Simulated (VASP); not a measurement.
**Te2Mo: single point with PBE+U**

System: Te2Mo, a slab with vacuum.

```
Te Mo
1.0
     6.36161    0.00000    0.00000
     0.00000    3.48040    0.00000
    -0.08574    0.00000   36.17589
Te Mo
4 2
Direct
  0.42925 0.75000 0.54070
  0.57075 0.25000 0.45930
  0.92085 0.25000 0.55653
  0.07915 0.75000 0.44347
  0.18135 0.25000 0.49747
  0.81865 0.75000 0.50253
```

```json
{
 "Program": "VASP 6.6.1",
 "Task": "single point",
 "Functional": "PBE",
 "Potentials or basis": "VASP PAW PBE potentials, release 64 (Te, Mo_sv)",
 "Cutoff": "520 eV",
 "k mesh": "3 × 6 × 1",
 "Occupations": "fermi-dirac, width 0.05 eV",
 "Spin": "no spin polarisation",
 "Hubbard terms": "Mo d U = 5.0 eV",
 "Dipole correction": "no",
 "Further INCAR settings": "ALGO = Normal; EDIFF = 1e-07; NBANDS = 35"
}
```

The largest force is 0.532 eV/Å. The band gap on the k mesh is 0.07 eV (least direct gap 0.49 eV).

Forces on the atoms (eV/Å):
```
Te  -0.018  0.000  0.319
Te   0.018  0.000 -0.319
Te   0.002  0.000  0.532
Te  -0.002  0.000 -0.532
Mo  -0.037  0.000  0.223
Mo   0.037  0.000 -0.223
```

Levels at points of the mesh, in eV from the valence-band top:
```
           k point  band 22  band 23  band 24  band 25  band 26  band 27  band 28  band 29  band 30  band 31
(0.00, 0.00, 0.00)    -1.21    -1.13    -0.85    -0.47     0.00     0.70     0.94     1.53     2.10     2.15
(0.00, 0.50, 0.00)    -2.77    -1.73    -1.73    -1.53    -1.53     1.34     1.34     1.73     1.73     2.02
```

Eigenvalues of the final occupation matrices:
```
    site  spin  trace               eigenvalues
site 5 d     1   1.94  0.22 0.35 0.40 0.47 0.51
site 5 d     2   1.94  0.22 0.35 0.40 0.47 0.51
site 6 d     1   1.94  0.22 0.35 0.40 0.47 0.51
site 6 d     2   1.94  0.22 0.35 0.40 0.47 0.51
```

Run time: 9.9 min on 1 thread of Intel Xeon 8259CL (shared host), peak memory 0.81 GiB.

Caveat: there is no dipole correction, which matters where the two faces differ; spin-orbit coupling is left out, which moves the levels of the heavy elements; the U is typed as a test and isn't derived for this compound.
